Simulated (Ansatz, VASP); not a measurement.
One calculation of CdS, two programs

```
CELL_PARAMETERS angstrom
0.00000 2.99263 2.99263
2.99263 0.00000 2.99263
2.99263 2.99263 0.00000
ATOMIC_POSITIONS crystal
Cd 0.00000 0.00000 0.00000
S 0.25000 0.25000 0.25000
```

Alike in both runs: task single point; functional PBE; k mesh 6 × 6 × 6; no spin polarisation.

```csv
,VASP,Ansatz
version,VASP 6.6.1,Ansatz 0.2.0
potentials or method,"VASP PAW PBE potentials, release 64 (Cd, S)","plane waves, PAW"
plane-wave cutoff (eV),500,420
occupations,"gaussian, width 0.01 eV",fixed
valence electrons in the cell,18,26
```

```tsv
	VASP	Ansatz	Ansatz less VASP
gap on the k mesh at the Fermi level (eV)	0.98	0.97	-0.001
pressure (GPa)	-1.2	-1.5	-0.24
```

VASP's potentials hold 18 valence electrons a cell and Ansatz's 26, so a difference there can come from the potentials and not from the codes.
